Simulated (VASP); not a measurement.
Input of a VASP 6.6.1 run:

Contents of INCAR:

```
PREC     = Accurate       # precision mode
ENCUT    = 600            # plane-wave cutoff, eV
EDIFF    = 1E-7           # SCF threshold, eV
ISMEAR   = -1             # smearing method
SIGMA    = 0.15           # smearing width, eV
LREAL    = False          # projectors in reciprocal space
LASPH    = True           # aspherical terms in the spheres
NELM     = 80             # most SCF steps
ALGO     = Normal         # electronic algorithm
ISIF     = 3              # what is computed and relaxed
LWAVE    = False          # write WAVECAR
LCHARG   = False          # write CHGCAR
GGA      = PS             # functional
IVDW     = 13             # dispersion correction
IBRION   = 2              # ionic algorithm
NSW      = 80             # ionic steps
EDIFFG   = -0.01          # ionic threshold
PSTRESS  = 200.0
```

Contents of KPOINTS:

```
regular mesh
0
Gamma
  9 9 6
```

The input POSCAR:

```
PtSe2
1.0
    3.7240000000      0.0000000000      0.0000000000
   -1.8620000000      3.2250800000      0.0000000000
    0.0000000000      0.0000000000      5.0620000000
Pt Se
1 2
Direct
    0.0000000000      0.0000000000      0.0000000000
    0.3333333333      0.6666666667      0.2500000000
    0.6666666667      0.3333333333      0.7500000000
```

Potentials or basis: VASP PAW PBE potentials, release 64 (Pt, Se).

The run is started by

```sh
$ cat potpaw_PBE.64/Pt/POTCAR potpaw_PBE.64/Se/POTCAR > POTCAR
$ mpirun -np 1 vasp_std > vasp.out
```

Q: What does it give for the relaxed cell?

A: a = 3.650 Å, b = 3.650 Å, c = 4.260 Å, α = 90.00°, β = 90.00°, γ = 120.00°.

Q: What does it give for the space group after relaxing (to 0.05 Å)?

A: P-3m1 (No. 164).

Step by step:
```
step  energy change (eV)  largest force (eV/Å)  pressure (GPa)  volume (Å³)
   1              0.0000                0.3500            0.11        60.80
   2              5.1899                8.9897          126.14        41.23
   3              0.3099                1.9284           18.31        54.62
   4              0.3607                2.0672           20.05        54.18
   5              0.2971                1.3687           20.63        51.56
   6              0.7084                0.5438           28.57        47.02
   7              0.4435                0.4296           24.43        48.78
   8              0.4898                0.2350           25.22        48.36
   9              0.1428                0.9267            6.80        52.11
  10              0.3430                0.1381           19.39        49.37
  11              0.3460                0.1298           19.52        49.35
  12              0.3484                0.0791           19.70        49.27
  13              0.3594                0.0089           19.97        49.15
```

Caveat: the cell is relaxed towards a set pressure, so the enthalpy falls and the energy may rise; the volume moved by over 15 % at a fixed basis, so the end points are rough; the PAW data sets were made with another functional, which shifts forces and pressure a little; pairwise dispersion overbinds metals, which lowers pressure and volume.
